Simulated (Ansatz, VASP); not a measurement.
**Be7B: VASP beside Ansatz**

```
Be B
1.0
     4.81614    0.00000    0.00000
     0.00000    4.81614    0.00000
     0.00000    0.00000    4.81614
Be B
7 1
Direct
  0.20750 0.20750 0.20750
  0.00000 0.50000 0.50000
  0.50000 0.50000 0.00000
  0.50000 0.00000 0.50000
  0.79250 0.20750 0.79250
  0.79250 0.79250 0.20750
  0.20750 0.79250 0.79250
  0.00000 0.00000 0.00000
```

Change from the starting cell: species swapped into the Si7Ge type (P-43m, No. 215).

Alike in both runs: functional PBE; k mesh 4 × 4 × 4; occupations gaussian, width 0.1 eV; no spin polarisation.

Ansatz relaxed the structure, and its values are those at the end. VASP's run is a single point on that final structure, the one shown.

|  | VASP | Ansatz |
| --- | --- | --- |
| version | VASP 6.6.1 | Ansatz 0.2.0 |
| potentials or method | VASP PAW PBE potentials, release 64 (Be, B), cutoff 520 eV | scalar-relativistic, plane waves, PAW |
| valence electrons in the cell | 17 | 17 |

VASP gave:

* gap on the k mesh at the Fermi level (eV): none
* pressure (GPa): 0.1
* rms of the force components (eV/Å): 0.005

Problem. Estimate Ansatz's values.

Solution. gap on the k mesh at the Fermi level (eV): none; pressure (GPa): 0.0; rms of the force components (eV/Å): 0.000.

A gap of «none» marks a metal or a gap that the smearing closes. With one functional, cell and mesh, what is left measures potentials, basis and numerics.
